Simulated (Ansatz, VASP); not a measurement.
## Ir: VASP beside Ansatz

```
Ir
1.0
     0.00000    1.89090    1.86211
     1.89090    0.00000    1.86211
     1.89090    1.89090    0.00000
Ir
1
Direct
  0.00000 0.00000 0.00000
```

Change from the starting cell: strain -0.015 along x and y, -0.030 along z, atoms carried along.

Alike in both runs: task single point; functional r2SCAN; k mesh 22 × 22 × 22; occupations gaussian, width 0.15 eV; no spin polarisation.

|  | VASP | Ansatz |
| --- | --- | --- |
| version | VASP 6.6.1 | Ansatz 0.2.0 |
| potentials or method | VASP PAW PBE potentials, release 64 (Ir), cutoff 520 eV | scalar-relativistic, plane waves, PAW |
| valence electrons in the cell | 9 | 17 |

VASP gave:

- gap on the k mesh at the Fermi level (eV): none
- pressure (GPa): 32.4
- traceless stress, the component that is largest in VASP (GPa): 4.53

Problem. Which values does Ansatz return?

Solution. gap on the k mesh at the Fermi level (eV): none; pressure (GPa): 28.8; traceless stress, the component that is largest in VASP (GPa): 4.51.

VASP's potentials were made for PBE, not for r2SCAN. A gap of «none» marks a metal or a gap that the smearing closes. The pressures are high and differ by over a tenth, so treat them with care. VASP's potentials hold 9 valence electrons a cell and Ansatz's 17, so a difference there can come from the potentials and not from the codes.

Spin-orbit coupling is off throughout.
